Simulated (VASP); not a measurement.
Wanted: the native input for a VASP 6.6.1 run.

```yaml
Task: single point
Functional: LDA
Potentials_or_basis: VASP PAW LDA potentials, release 64 (Al, Cu)
Cutoff: 520 eV
k_mesh: 14 × 14 × 14
Occupations: gaussian, width 0.1 eV
Spin: no spin polarisation
Dipole_correction: no
Further_INCAR_settings: ALGO = Fast; EDIFF = 1e-06; NBANDS = 26
```

The structure of Al2Cu lies in POSCAR:

```
Al2Cu
1.0
   -2.9692571754      2.9692571754      2.3883498315
    2.9692571754     -2.9692571754      2.3883498315
    2.9692571754      2.9692571754     -2.3883498315
Al Cu
4 2
Direct
    0.6593763687      0.1593763687      0.8187527375
    0.1593763687      0.3406236313      0.5000000000
    0.3406236313      0.8406236313      0.1812472625
    0.8406236313      0.6593763687      0.5000000000
    0.2500000000      0.2500000000      0.0000000000
    0.7500000000      0.7500000000      0.0000000000
```

The input as run:

INCAR

```
SYSTEM = Al2Cu
PREC     = Accurate       ! precision mode
ENCUT    = 520            ! plane-wave cutoff, eV
EDIFF    = 1E-6           ! SCF threshold, eV
ISMEAR   = 0              ! smearing method
SIGMA    = 0.1            ! smearing width, eV
LREAL    = .False.        ! projectors in reciprocal space
LASPH    = .True.         ! aspherical terms in the spheres
NELM     = 100            ! most SCF steps
ALGO     = Fast           ! electronic algorithm
ISIF     = 2              ! what is computed and relaxed
LWAVE    = .False.        ! write WAVECAR
LCHARG   = .False.        ! write CHGCAR
NBANDS   = 26             ! bands
```

KPOINTS

```
regular mesh
0
Gamma
  14 14 14
  0 0 0
```

Potentials or basis: VASP PAW LDA potentials, release 64 (Al, Cu).

Run with:

```sh
$ cat potpaw_LDA.64/Al/POTCAR potpaw_LDA.64/Cu/POTCAR > POTCAR
$ mpirun -np 1 vasp_std > vasp.out
```

Results of the run:

The pressure is 0.3 GPa. The largest force is 0.004 eV/Å and the band gap on the k mesh is zero (bands 17 and 18 overlap by 4.30 eV).

Wall time 19 min on 1 thread of Intel(R) Xeon(R) Platinum 8375C CPU @ 2.90GHz (Ice Lake), on a shared host, peak memory 0.51 GiB.
